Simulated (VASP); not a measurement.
A run of VASP 6.6.1 is set up as follows.

File INCAR:

```
ALGO = Normal
EDIFF = 1E-7
EDIFFG = -0.01
ENCUT = 500
GGA = RE
GGA_COMPAT = False
IBRION = 2
ISIF = 3
ISMEAR = 0
IVDW = 12
LASPH = True
LCHARG = False
LREAL = False
LWAVE = False
NELM = 120
NELMIN = 4
NSW = 50
PREC = Accurate
SIGMA = 0.01
```

File KPOINTS:

```
k-points
0
Gamma
  6 6 4
```

POSCAR

```
CdSe
1.0
    4.3000000000      0.0000000000      0.0000000000
   -2.1500000000      3.7239090000      0.0000000000
    0.0000000000      0.0000000000      7.0200000000
Cd Se
2 2
Direct
    0.3333333333      0.6666666667      0.0000000000
    0.6666666667      0.3333333333      0.5000000000
    0.3333333333      0.6666666667      0.3850000000
    0.6666666667      0.3333333333      0.8850000000
```

Potentials or basis: VASP PAW PBE potentials, release 64 (Cd, Se).

The run is started by

```bash
$ cat potpaw_PBE.64/Cd/POTCAR potpaw_PBE.64/Se/POTCAR > POTCAR
$ mpirun -np 1 vasp_std > vasp.out
```

Problem. What does it give for the band gap on the k mesh?

Solution. 0.77 eV, direct.

Problem. Estimate the relaxed cell.

Solution. a = 4.314 Å, b = 4.314 Å, c = 7.056 Å, α = 90.00°, β = 90.00°, γ = 120.00°.

Final structure:
```yaml
crystal:
  lattice:
    - [4.31425, 0.00000, 0.00000]
    - [-2.15713, 3.73625, 0.00000]
    - [0.00000, 0.00000, 7.05577]
  atoms:
    - { symbol: Cd, position: [0.33333, 0.66667, 0.00512] }
    - { symbol: Cd, position: [0.66667, 0.33333, 0.50512] }
    - { symbol: Se, position: [0.33333, 0.66667, 0.37988] }
    - { symbol: Se, position: [0.66667, 0.33333, 0.87988] }
```

 A hybrid or GW would open this gap; revPBE tends to underestimate it.
